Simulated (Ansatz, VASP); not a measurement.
# Si2GeN4 in VASP and in Ansatz

```
Si Ge N
1.0
     7.77490    0.00000    0.01425
     0.00000    2.96186    0.00000
    -3.87511    0.00000    6.68452
Si Ge N
4 2 8
Direct
  0.59786 0.50000 0.82694
  0.82040 0.00000 0.22997
  0.76258 0.00000 0.59178
  0.41454 0.00000 0.17703
  0.22949 0.50000 0.40079
  0.17321 0.50000 0.77166
  0.34250 0.50000 0.67224
  0.66828 0.00000 0.33528
  0.69551 0.50000 0.66597
  0.67307 0.00000 0.96900
  0.01833 0.00000 0.70181
  0.95809 0.50000 0.29821
  0.29972 0.00000 0.31757
  0.34642 0.50000 0.04176
```

Alike in both runs: task single point; functional PBE; k mesh 4 × 8 × 4; occupations fermi-dirac, width 0.02 eV; no spin polarisation.

|  | VASP | Ansatz |
| --- | --- | --- |
| version | VASP 6.6.1 | Ansatz 0.2.0 |
| potentials or method | VASP PAW PBE potentials, release 64 (Si, Ge_d, N) | plane waves, PAW |
| plane-wave cutoff (eV) | 520 | 420 |
| valence electrons in the cell | 84 | 84 |

```tsv
	VASP	Ansatz	Ansatz less VASP
gap on the k mesh at the Fermi level (eV)	3.76	3.74	-0.014
pressure (GPa)	5.5	6.0	+0.43
rms of the force components (eV/Å)	0.038	0.048	+0.0099
```

The functional is the same, so the differences come from potentials, cutoffs and numerics.
